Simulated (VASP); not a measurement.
# SnTe (wurtzite type) (P6_3mc) in VASP: a series of runs

SnTe (wurtzite type) is run at these levels: PBE; tasks: single point.

Everything below comes from runs of VASP 6.6.1. Logs are shortened: lines on timing, memory, paths and dates and some standing lists are left out, and cuts for length are marked.

**1. The cell of the first run**

The structure is hexagonal, space group P6_3mc (No. 186). The conventional cell has a = 3.008 Å, b = 3.008 Å, c = 10.903 Å, α = 90.00°, β = 90.00°, γ = 120.00°. Sn (site symmetry 3m) has 4 Te at 2.78 to 3.18 Å and 6 Sn at 3.01 Å within 3.7 Å. Within 3.7 Å of Te (site symmetry 3m) lie 4 Sn at 2.78 to 3.18 Å and 6 Te at 3.01 Å.

**2. Single point, PBE**

INCAR reads:

```
SYSTEM = SnTe
  PREC = Accurate
  ENCUT = 520
  EDIFF = 1E-7
  ISMEAR = -1
  SIGMA = 0.05
  LREAL = .False.
  LASPH = .True.
  NELM = 60
  ALGO = Normal
  ISIF = 2
  LWAVE = .False.
  LCHARG = .False.
  GGA = PE
  NBANDS = 28
```

KPOINTS reads:

```
regular mesh
0
Gamma
  9 9 5
  0 0 0
```

POSCAR reads:

```
SnTe
1.0
    3.0080728994      0.0000000000      0.0000000000
   -1.5040364497      2.6050675473      0.0000000000
    0.0000000000      0.0000000000     10.9032761946
Sn Te
2 2
Direct
    0.3333333333      0.6666666667      0.0603753351
    0.6666666667      0.3333333333      0.5603753351
    0.3333333333      0.6666666667      0.3156246649
    0.6666666667      0.3333333333      0.8156246649
```

Potentials or basis: VASP PAW PBE potentials, release 64 (Sn_d, Te).

Launch:

```sh
> cat potpaw_PBE.64/Sn_d/POTCAR potpaw_PBE.64/Te/POTCAR > POTCAR
> mpirun -np 1 vasp_std > vasp.out
```

OUTCAR:

```text
SYSTEM = SnTe
   PREC = Accurate
   ENCUT = 520
   EDIFF = 1E-7
   ISMEAR = -1
   LREAL = .False.
   LASPH = .True.
   NELM = 60
   ISIF = 2
   GGA = PE

 ion  position               nearest neighbor table
   1  0.333  0.667  0.060-   3 2.78   4 3.18   4 3.18   4 3.18
   2  0.667  0.333  0.560-   4 2.78   3 3.18   3 3.18   3 3.18
   3  0.333  0.667  0.316-   1 2.78   2 3.18   2 3.18   2 3.18
   4  0.667  0.333  0.816-   2 2.78   1 3.18   1 3.18   1 3.18

  LATTYP: Found a hexagonal cell.
 ALAT       =     3.0080728994
 C/A-ratio  =     3.6246715287

  Lattice vectors:

 A1 = (   3.0080728994,   0.0000000000,   0.0000000000)
 A2 = (  -1.5040364497,   2.6050675473,   0.0000000000)
 A3 = (   0.0000000000,   0.0000000000,  10.9032761946)

Analysis of symmetry for initial positions (statically):
=====================================================================
 Subroutine PRICEL returns:
 Original cell was already a primitive cell.

 Routine SETGRP: Setting up the symmetry group for a
 hexagonal supercell.

 Subroutine GETGRP returns: Found 12 space group operations
 (whereof  6 operations were pure point group operations)
 out of a pool of 24 trial point group operations.

The static configuration has the point symmetry C_3v.
 The point group associated with its full space group is C_6v.

Analysis of symmetry for dynamics (positions and initial velocities):
=====================================================================
 Subroutine PRICEL returns:
 Original cell was already a primitive cell.

 Routine SETGRP: Setting up the symmetry group for a
 hexagonal supercell.

 Subroutine GETGRP returns: Found 12 space group operations
 (whereof  6 operations were pure point group operations)
 out of a pool of 24 trial point group operations.

The dynamic configuration has the point symmetry C_3v.
 The point group associated with its full space group is C_6v.

 Subroutine INISYM returns: Found 12 space group operations
 (whereof  6 operations are pure point group operations),
 and found     1 'primitive' translations

----------------------------------------------------------------------------------------

                                     Primitive cell

  volume of cell :      85.4406

  direct lattice vectors                    reciprocal lattice vectors
     3.008072899  0.000000000  0.000000000     0.332438752  0.191933603  0.000000000
    -1.504036450  2.605067547  0.000000000     0.000000000  0.383867206  0.000000000
     0.000000000  0.000000000 10.903276195     0.000000000  0.000000000  0.091715552

  length of vectors
     3.008072899  3.008072899 10.903276195     0.383867206  0.383867206  0.091715552

  position of ions in fractional coordinates (direct lattice)
     0.333333333  0.666666667  0.060375335
     0.666666667  0.333333333  0.560375335
     0.333333333  0.666666667  0.315624665
     0.666666667  0.333333333  0.815624665

  ion indices of the primitive-cell ions
   primitive index   ion index
                 1           1
                 2           2
                 3           3
                 4           4

----------------------------------------------------------------------------------------

 KPOINTS: regular mesh

Automatic generation of k-mesh.
 Grid dimensions read from file:
 generate k-points for:    9    9    5

 Generating k-lattice:

  Cartesian coordinates                     Fractional coordinates (reciprocal lattice)
     0.036937639  0.021325956  0.000000000     0.111111111  0.000000000  0.000000000
     0.000000000  0.042651912  0.000000000     0.000000000  0.111111111  0.000000000
     0.000000000  0.000000000  0.018343110     0.000000000  0.000000000  0.200000000

  Length of vectors
     0.042651912  0.042651912  0.018343110

  Shift w.r.t. Gamma in fractional coordinates (k-lattice)
     0.000000000  0.000000000  0.000000000

 Subroutine IBZKPT returns following result:
 ===========================================

 Found     36 irreducible k-points:

 Following reciprocal coordinates:
            Coordinates               Weight
  0.000000  0.000000  0.000000      1.000000
  0.111111  0.000000  0.000000      6.000000
  0.222222  0.000000  0.000000      6.000000
  0.333333 -0.000000  0.000000      6.000000
  0.444444  0.000000  0.000000      6.000000
  0.111111  0.111111  0.000000      6.000000
[... 16 lines left out ...]
  0.333333  0.222222  0.200000     24.000000
  0.333333  0.333333  0.200000      4.000000
 [... further k-points ...]
   k-points           NKPTS =     36   k-points in BZ     NKDIM =     36   number of bands    NBANDS=     28
   number of dos      NEDOS =    301   number of ions     NIONS =      4
   total plane-waves  NPLWV =  48384
   dimension x,y,z NGX =    24 NGY =   24 NGZ =   84
   dimension x,y,z NGXF=    48 NGYF=   48 NGZF=  168
   ions per type =               2   2
   NGX,Y,Z   is equivalent  to a cutoff of  13.26, 13.26, 12.81 a.u.
   NGXF,Y,Z  is equivalent  to a cutoff of  26.53, 26.53, 25.62 a.u.
 SYSTEM =  SnTe
   PREC   = accura    normal or accurate (medium, high low for compatibility)
   ISTART =      0    job   : 0-new  1-cont  2-samecut
   ICHARG =      2    charge: 1-file 2-atom 10-const
   ISPIN  =      1    spin polarized calculation?
   LNONCOLLINEAR =      F non collinear calculations
   LSORBIT =      F    spin-orbit coupling
   LASPH  =      T    aspherical Exc in radial PAW
   ENCUT  =  520.0 eV  38.22 Ry    6.18 a.u.   5.59  5.59 20.27*2*pi/ulx,y,z
   NELM   =     60;   NELMIN=  2; NELMDL= -5     # of ELM steps
   EDIFF  = 0.1E-06   stopping-criterion for ELM
   LREAL  =      F    real-space projection
   EDIFFG = 0.1E-05   stopping-criterion for IOM
   NSW    =      0    number of steps for IOM
   IBRION =     -1    ionic relax: 0-MD 1-quasi-New 2-CG
   NFREE  =      0    steps in history (QN), initial steepest desc. (CG)
   ISIF   =      2    stress and relaxation
   ISYM   =      2    0-nonsym 1-usesym 2-fastsym
   POTIM  = 0.5000    time-step for ionic-motion
   TEBEG  =    0.0;   TEEND  =   0.0 temperature during run
   PSTRESS=    0.0 pullay stress
   NELECT =      40.0000    total number of electrons
   NUPDOWN=      -1.0000    fix difference up-down
   EMIN   =  10.00;   EMAX   =-10.00  energy-range for DOS
   EFERMI =   0.00;   METHOD = LEGACY
   ISMEAR =    -1;   SIGMA  =   0.05  broadening in eV -4-tet -1-fermi 0-gaus
   EFERMI_NEDOS =   21; number of points for ismear=-14 and -15
   IALGO  =     38    algorithm
   IMIX   =      4    mixing-type and parameters
     AMIX     =   0.40;   BMIX     =  1.00
     AMIX_MAG =   1.60;   BMIX_MAG =  1.00
  volume/ion in A,a.u.               =      21.36       144.15
  Fermi-wavevector in a.u.,A,eV,Ry     =   1.271179  2.402180 21.985600  1.615896
  Thomas-Fermi vector in A             =   2.404126
   LORBIT       =      0    0 simple, 1 ext, 2 COOP (PROOUT), +10 PAW based schemes
   GGA     = PE    functional components
   LHFCALC =     F    Hartree Fock is set to
   AEXX    =    0.0000 exact exchange contribution
   IVDW    =     0    specifies the selected vdW correction
   LEPSILON=     F    determine dielectric tensor
   LRPA    =     F    only Hartree local field effects (RPA)
 non-spin polarized calculation
  energy-cutoff  :      520.00
  volume of cell :       85.44
 maximum number of plane-waves:      2333
 NGX is ok and might be reduce to    24
   NGX = 11   NGY = 11   NGZ = 41

 number of electron      40.0000002 magnetization

 Free energy of the ion-electron system (eV)
  ---------------------------------------------------
  ext. energy  EPLUGINS =         0.00000000
  ---------------------------------------------------
  free energy    TOTEN  =       -11.07781414 eV

  energy without entropy =      -11.05086785  energy(sigma->0) =      -11.06434100

 E-fermi :  11.9635     XC(G=0): -11.4329

 val. band max:       11.9548492008   @ k =   0.3333   0.2222   0.0000
 cond. band min:      11.9639767810   @ k =   0.2222   0.1111   0.4000
 fundamental gap:      0.0091275802
 Fermi energy:        11.9634583781

 k-point     1 :       0.0000    0.0000    0.0000
  band No.  band energies     occupation
      1     -10.0005      2.00000
      2      -9.9888      2.00000
      3      -9.8748      2.00000
      4      -9.8748      2.00000
      5      -9.8748      2.00000
      6      -9.8748      2.00000
[... 20 lines left out ...]
     27      21.7149      0.00000
     28      22.0484      0.00000

 k-point     2 :       0.1111    0.0000    0.0000
  band No.  band energies     occupation
      1      -9.9753      2.00000
      2      -9.9650      2.00000
      3      -9.8805      2.00000
      4      -9.8799      2.00000
      5      -9.8313      2.00000
      6      -9.8313      2.00000
[... 20 lines left out ...]
     27      20.6183      0.00000
     28      21.4713      0.00000

 k-point     3 :       0.2222    0.0000    0.0000
  band No.  band energies     occupation
      1      -9.9723      2.00000
      2      -9.9691      2.00000
      3      -9.8363      2.00000
      4      -9.8303      2.00000
      5      -9.7518      2.00000
      6      -9.7505      2.00000
[... 20 lines left out ...]
     27      18.7363      0.00000
     28      19.1650      0.00000

 k-point     4 :       0.3333   -0.0000    0.0000
  band No.  band energies     occupation
      1     -10.0158      2.00000
      2     -10.0149      2.00000
      3      -9.8260      2.00000
      4      -9.8242      2.00000
      5      -9.7418      2.00000
      6      -9.7363      2.00000
[... 578 lines left out ...]
     27      17.3166      0.00000
     28      18.2992      0.00000

 k-point    23 :       0.3333    0.2222    0.2000
  band No.  band energies     occupation
      1      -9.8730      2.00000
      2      -9.8728      2.00000
      3      -9.8436      2.00000
      4      -9.8424      2.00000
      5      -9.7598      2.00000
      6      -9.7590      2.00000
[... 20 lines left out ...]
     27      16.8125      0.00000
     28      17.9253      0.00000

 k-point    24 :       0.3333    0.3333    0.2000
  band No.  band energies     occupation
      1      -9.8115      2.00000
      2      -9.8115      2.00000
      3      -9.8078      2.00000
      4      -9.8060      2.00000
      5      -9.7240      2.00000
      6      -9.7240      2.00000
[... 20 lines left out ...]
     27      15.9967      0.00000
     28      18.0766      0.00000

 [... further k-points ...]
[... 5 lines left out ...]
  --------------------------------------------------------------------------------------
  -------------------------------------------------------------------------------------
  Total       17.0436636     17.0436636     17.0939234      0.0000000      0.0000000      0.0000000
  in kB      319.6017715    319.6017715    320.5442389      0.0000000      0.0000000      0.0000000
  external PRESSURE =     319.9159273 kB  Pullay stress =       0.0000000 kB

 VOLUME and BASIS-vectors are now :
 -----------------------------------------------------------------------------
  energy-cutoff  :      520.00
  volume of cell :       85.44
      direct lattice vectors                 reciprocal lattice vectors
     3.008072899  0.000000000  0.000000000     0.332438752  0.191933603  0.000000000
    -1.504036450  2.605067547  0.000000000     0.000000000  0.383867206  0.000000000
     0.000000000  0.000000000 10.903276195     0.000000000  0.000000000  0.091715552

 POSITION                                       TOTAL-FORCE (eV/Angst)
 -----------------------------------------------------------------------------------
     -0.00000      1.73671      0.65829         0.000000      0.000000     -0.012100
      1.50404      0.86836      6.10993        -0.000000     -0.000000     -0.012100
     -0.00000      1.73671      3.44134         0.000000      0.000000      0.012100
      1.50404      0.86836      8.89298        -0.000000     -0.000000      0.012100
 -----------------------------------------------------------------------------------
    total drift:                               -0.000000     -0.000000      0.000463

  FREE ENERGIE OF THE ION-ELECTRON SYSTEM (eV)
  ---------------------------------------------------
  free  energy   TOTEN  =       -11.0778141418 eV

  energy  without entropy=      -11.0508678506  energy(sigma->0) =      -11.06434100
```

Run time: 1.9 min. Hardware: 1 thread of Intel Xeon 8259CL, shared host; peak memory 0.25 GiB.

Results:

* Free energy: -11.0778 eV
* Pressure: 32.0 GPa
* Largest force: 0.012 eV/Å
* Band gap on the k mesh: zero (bands 20 and 21 overlap by 7.22 eV)

Forces on the atoms (eV/Å):
```
Sn   0.000  0.000 -0.012
Sn   0.000  0.000 -0.012
Te   0.000  0.000  0.012
Te   0.000  0.000  0.012
```

Caveat: the cell stands under pressure; spin-orbit coupling is left out, which moves the levels of the heavy elements.

**3. Single point, PBE**

INCAR reads:

```
ALGO = Normal
EDIFF = 1E-7
ENCUT = 520
GGA = PE
ISIF = 2
ISMEAR = -1
LASPH = True
LCHARG = True
LELF = True
LREAL = False
LVHAR = True
LWAVE = False
NBANDS = 28
NELM = 60
PREC = Accurate
SIGMA = 0.05
```

KPOINTS reads:

```
k-points
0
Gamma
  9 9 5
```

POSCAR, as its differences from that of step 2:

```diff
@@ -3,3 +3,3 @@
     3.0080728994      0.0000000000      0.0000000000
-   -1.5040364497      2.6050675473      0.0000000000
+   -1.5040364497      2.6050675474      0.0000000000
     0.0000000000      0.0000000000     10.9032761946
```

Potentials or basis: VASP PAW PBE potentials, release 64 (Sn_d, Te).

Launch:

```sh
> cat potpaw_PBE.64/Sn_d/POTCAR potpaw_PBE.64/Te/POTCAR > POTCAR
> mpirun -np 1 vasp_std > vasp.out
```

It took 2.1 min on 1 thread of Intel Xeon 8259CL, shared host; peak memory 0.25 GiB.

It converged, with:

| Item | Value |
| --- | --- |
| Free energy | -11.0778 eV |
| Pressure | 32.0 GPa |
| Largest force | 0.012 eV/Å |
| Band gap on the k mesh | zero (bands 20 and 21 overlap by 7.22 eV) |

Forces on the atoms (eV/Å):
```
Sn   0.000  0.000 -0.012
Sn   0.000  0.000 -0.012
Te   0.000  0.000  0.012
Te   0.000  0.000  0.012
```

Stress tensor (GPa, compression positive):
```
31.96  0.00  0.00
 0.00 31.96  0.00
 0.00  0.00 32.05
```

Levels at points of the mesh, in eV from the Fermi level:
| k point | band 16 | band 17 | band 18 | band 19 | band 20 | band 21 | band 22 | band 23 | band 24 | band 25 |
| --- | --- | --- | --- | --- | --- | --- | --- | --- | --- | --- |
| (0.00, 0.00, 0.00) | -2.70 | -1.58 | 4.51 | 4.51 | 4.69 | 4.69 | 5.09 | 8.62 | 9.30 | 9.30 |

Caveat: the cell stands under pressure; spin-orbit coupling is left out, which moves the levels of the heavy elements.
